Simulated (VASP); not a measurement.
KCl, 2 atoms in the cell. The structure is cubic, space group Pm-3m (No. 221). Conventional cell: a = 3.761 Å, b = 3.761 Å, c = 3.761 Å, α = 90.00°, β = 90.00°, γ = 90.00°. Within 4.3 Å of K (site symmetry m-3m) lie 8 Cl at 3.26 Å and 6 K at 3.76 Å. Cl (site symmetry m-3m) has 8 K at 3.26 Å and 6 Cl at 3.76 Å within 4.3 Å.  This cell differs from its parent crystal: volume scaled by 0.94.

- Program: VASP 6.6.1
- Task: single point
- Functional: PBEsol
- Potentials or basis: VASP PAW PBE potentials, release 64 (K_sv, Cl)
- Cutoff: 520 eV
- k mesh: 7 × 7 × 7
- Occupations: fermi-dirac, width 0.05 eV
- Spin: no spin polarisation
- Dipole correction: no
- Further INCAR settings: ALGO = Normal; EDIFF = 1e-06; NBANDS = 15

Potentials or basis: VASP PAW PBE potentials, release 64 (K_sv, Cl).

Launch:

```sh
$ cat potpaw_PBE.64/K_sv/POTCAR potpaw_PBE.64/Cl/POTCAR > POTCAR
$ mpirun -np 1 vasp_std > vasp.out
```

Hardware: 1 thread of AMD EPYC 7R43 64-Core Processor (Zen 3) (shared host).

Question: How long does it take, and how much memory?

Answer: It took 11 s on 1 thread of AMD EPYC 7R43 64-Core Processor (Zen 3), with other jobs on the host, peak memory 0.12 GiB. Counts: scf iterations 13, k points 20.
